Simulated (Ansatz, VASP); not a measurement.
# One calculation of Rh, two programs

Contents of INCAR:

```
SYSTEM = Rh
ALGO = Normal
EDIFF = 1E-7
ENCUT = 520
GGA = PE
ISIF = 2
ISMEAR = 0
LASPH = .True.
LCHARG = .False.
LREAL = .False.
LWAVE = .False.
NBANDS = 14
NELM = 60
PREC = Accurate
SIGMA = 0.15
```

KPOINTS

```
k-points
0
Gamma
  22 22 22
  0 0 0
```

File POSCAR:

```
Rh
1.0
    0.0000000000      1.9585965000      1.9585965000
    1.9585965000      0.0000000000      1.9585965000
    1.9585965000      1.9585965000      0.0000000000
Rh
1
Direct
    0.0000000000      0.0000000000      0.0000000000
```

Input for Ansatz:

```yaml
crystal:
  lattice:
    - [0.0, 1.9585965, 1.9585965]
    - [1.9585965, 0.0, 1.9585965]
    - [1.9585965, 1.9585965, 0.0]
  atoms:
    - { symbol: Rh, position: [0.0, 0.0, 0.0] }
basis:
  ecutwfc: 420
kpoints:
  mp_grid: { grid: [22, 22, 22] }
hamiltonian:
  xc: pbe
scf:
  occupations: { method: gaussian, width: 0.15 }
output:
  forces: true
  stress: true
  eigenvalues: true
```

Change from the starting cell: strain +0.030 along x and y, +0.030 along z, atoms carried along.

Alike in both runs: task single point; functional PBE; k mesh 22 × 22 × 22; occupations gaussian, width 0.15 eV; no spin polarisation.

|  | VASP | Ansatz |
| --- | --- | --- |
| version | VASP 6.6.1 | Ansatz 0.2.0 |
| potentials or method | VASP PAW PBE potentials, release 64 (Rh_pv), cutoff 520 eV | scalar-relativistic, plane waves, PAW |
| valence electrons in the cell | 15 | 17 |

VASP gave:

| Item | Value |
| --- | --- |
| gap on the k mesh at the Fermi level (eV) | none |
| pressure (GPa) | -14.4 |

Problem. Which values does Ansatz return?

Solution. gap on the k mesh at the Fermi level (eV): none; pressure (GPa): -14.5.

A gap of «none» marks a metal or a gap that the smearing closes. VASP's potentials hold 15 valence electrons a cell and Ansatz's 17, so a difference there can come from the potentials and not from the codes.
